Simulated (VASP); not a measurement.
Br:

```
Br
1.0
     3.65647   -2.16195    0.00000
     3.65647    2.16195    0.00000
     0.00000    0.00000    8.88755
Br
4
Direct
  0.86242 0.13758 0.11544
  0.63758 0.36242 0.61544
  0.13758 0.86242 0.88456
  0.36242 0.63758 0.38456
```

* Program: VASP 6.6.1
* Task: relaxation of shape and atoms at fixed volume
* Functional: r2SCAN
* Potentials or basis: VASP PAW PBE potentials, release 64 (Br)
* Cutoff: 600 eV
* k mesh: 8 × 8 × 4
* Occupations: gaussian, width 0.02 eV
* Spin: no spin polarisation

At the start: pressure -1.0 GPa; volume 35.13 Å³/atom.

Problem. How do energy, volume and symmetry change on relaxing?

Solution. Over 7 steps the energy falls by 2.1 meV/atom; space group Cmce (No. 64, to 0.1 Å) before and after.

Step by step:
```tsv
step	energy change (eV)	largest force (eV/Å)	pressure (GPa)	volume (Å³)
1	0.0000	0.2270	-1.02	140.51
2	-0.0066	0.1215	-0.20	140.51
3	-0.0076	0.0254	-0.43	140.51
4	-0.0078	0.0208	-0.43	140.51
5	-0.0082	0.0067	-0.41	140.51
6	-0.0081	0.0238	-0.38	140.51
7	-0.0083	0.0068	-0.40	140.51
```

Final structure:
```
Br
1.0
     3.69952   -2.15703    0.00000
     3.69952    2.15703    0.00000
     0.00000    0.00000    8.80415
Br
4
Direct
  0.86363 0.13637 0.11547
  0.63637 0.36363 0.61547
  0.13637 0.86363 0.88453
  0.36363 0.63637 0.38453
```

Caveat: the PAW data sets were made with another functional, which shifts forces and pressure a little.
